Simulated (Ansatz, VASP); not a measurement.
**One calculation of Si, two programs**

Contents of INCAR:

```
SYSTEM = Si
ALGO     = Normal         ! electronic algorithm
EDIFF    = 1E-7           ! SCF threshold, eV
ENCUT    = 520            ! plane-wave cutoff, eV
GGA      = CA             ! functional
ISIF     = 2              ! what is computed and relaxed
ISMEAR   = 0              ! smearing method
LASPH    = .TRUE.         ! aspherical terms in the spheres
LCHARG   = .FALSE.        ! write CHGCAR
LREAL    = .FALSE.        ! projectors in reciprocal space
LWAVE    = .FALSE.        ! write WAVECAR
NBANDS   = 16             ! bands
NELM     = 80             ! most SCF steps
PREC     = Accurate       ! precision mode
SIGMA    = 0.03           ! smearing width, eV
```

The input KPOINTS:

```
k-points
0
G
  12 12 6
  0 0 0
```

Contents of POSCAR:

```
Si
1.0
    3.8019755419      0.0000000000      0.0000000000
   -1.9009877710      3.2926074038      0.0000000000
    0.0000000000      0.0000000000      5.7859904205
Si
4
Direct
    0.3333333333      0.6666666667      0.0630332891
    0.6666666667      0.3333333333      0.5630332891
    0.3333333333      0.6666666667      0.4369667109
    0.6666666667      0.3333333333      0.9369667109
```

Input for Ansatz:

```yaml
crystal:
  lattice:
    - [3.8019755419, 0.0, 0.0]
    - [-1.900987771, 3.2926074038, 0.0]
    - [0.0, 0.0, 5.7859904205]
  atoms:
    - { symbol: Si, position: [0.3333333333, 0.6666666667, 0.0630332891] }
    - { symbol: Si, position: [0.6666666667, 0.3333333333, 0.5630332891] }
    - { symbol: Si, position: [0.3333333333, 0.6666666667, 0.4369667109] }
    - { symbol: Si, position: [0.6666666667, 0.3333333333, 0.9369667109] }
basis:
  ecutwfc: 420
kpoints:
  mp_grid: { grid: [12, 12, 6] }
hamiltonian:
  xc: lda
scf:
  occupations: { method: gaussian, width: 0.03 }
output:
  forces: true
  stress: true
  eigenvalues: true
  write_density: true
  write_potential: true
  elf: true
  volumetric_format: npy
```

Change from the starting cell: strain +0.000 along x and y, -0.080 along z, atoms carried along.

Alike in both runs: task single point; functional LDA; k mesh 12 × 12 × 6; occupations gaussian, width 0.03 eV; no spin polarisation.

|  | VASP | Ansatz |
| --- | --- | --- |
| version | VASP 6.6.1 | Ansatz 0.2.0 |
| potentials or method | VASP PAW LDA potentials, release 64 (Si), cutoff 520 eV | scalar-relativistic, plane waves, PAW |
| valence electrons in the cell | 16 | 16 |

VASP gave:

| Item | Value |
| --- | --- |
| gap on the k mesh at the Fermi level (eV) | none |
| pressure (GPa) | 10.9 |
| traceless stress, the component that is largest in VASP (GPa) | 18.00 |
| rms of the force components (eV/Å) | 0.896 |

Task: Which values does Ansatz return?

Result: gap on the k mesh at the Fermi level (eV): none; pressure (GPa): 10.8; traceless stress, the component that is largest in VASP (GPa): 17.92; rms of the force components (eV/Å): 0.895.

LDA's correlation is that of Perdew and Zunger in VASP and of Perdew and Wang (1992) in Ansatz. Atom by atom the forces differ by 0.001 eV/Å (rms over components). A gap of «none» marks a metal or a gap that the smearing closes.
